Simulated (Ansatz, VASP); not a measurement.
Ga2GeO2 in VASP and in Ansatz

File INCAR:

```
SYSTEM = Ga2GeO2
ALGO = Normal ; EDIFF = 1E-6
ENCUT = 520 ; GGA = PE
ISIF = 2 ; ISMEAR = 0
LASPH = .TRUE. ; LCHARG = .FALSE.
LREAL = .FALSE. ; LWAVE = .FALSE.
NBANDS = 34 ; NELM = 100
PREC = Accurate ; SIGMA = 0.1
```

KPOINTS

```
k-points
0
G
  6 6 4
  0 0 0
```

The input POSCAR:

```
Ga2GeO2
1.0
    4.7734716700      0.0000000000      0.0000000000
   -2.3867358400      4.1339477300      0.0000000000
    0.0000000000      0.0000000000      4.4238349600
Ga Ge O
2 1 2
Direct
    0.3333333300      0.6666666700      0.5000000000
    0.6666666700      0.3333333300      0.5000000000
    0.0000000000      0.0000000000      0.0000000000
    0.0000000000      0.0000000000      0.6985633700
    0.0000000000      0.0000000000      0.3014366300
```

Input for Ansatz:

```yaml
crystal:
  lattice:
    - [4.77347167, 0.0, 0.0]
    - [-2.38673584, 4.13394773, 0.0]
    - [0.0, 0.0, 4.42383496]
  atoms:
    - { symbol: Ga, position: [0.33333333, 0.66666667, 0.5] }
    - { symbol: Ga, position: [0.66666667, 0.33333333, 0.5] }
    - { symbol: Ge, position: [0.0, 0.0, 0.0] }
    - { symbol: O, position: [0.0, 0.0, 0.69856337] }
    - { symbol: O, position: [0.0, 0.0, 0.30143663] }
basis:
  ecutwfc: 420
kpoints:
  mp_grid: { grid: [6, 6, 4] }
hamiltonian:
  xc: pbe
scf:
  occupations: { method: gaussian, width: 0.1 }
  lower_state_search: "off"
output:
  forces: true
  stress: true
  eigenvalues: true
```

Alike in both runs: task single point; functional PBE; k mesh 6 × 6 × 4; occupations gaussian, width 0.1 eV; no spin polarisation.

|  | VASP | Ansatz |
| --- | --- | --- |
| version | VASP 6.6.1 | Ansatz 0.2.0 |
| potentials or method | VASP PAW PBE potentials, release 64 (Ga_d, Ge_d, O), cutoff 520 eV | scalar-relativistic, plane waves, PAW |
| valence electrons in the cell | 52 | 52 |

Ansatz gave:

| Quantity | Value |
| --- | --- |
| gap on the k mesh at the Fermi level (eV) | none |
| rms of the force components (eV/Å) | 9.359 |

What did VASP give for the same quantities?

gap on the k mesh at the Fermi level (eV): none; rms of the force components (eV/Å): 7.798.

Atom by atom the forces differ by 1.561 eV/Å (rms over components). A gap of «none» marks a metal or a gap that the smearing closes. The functional is the same, so the differences come from potentials, cutoffs and numerics.
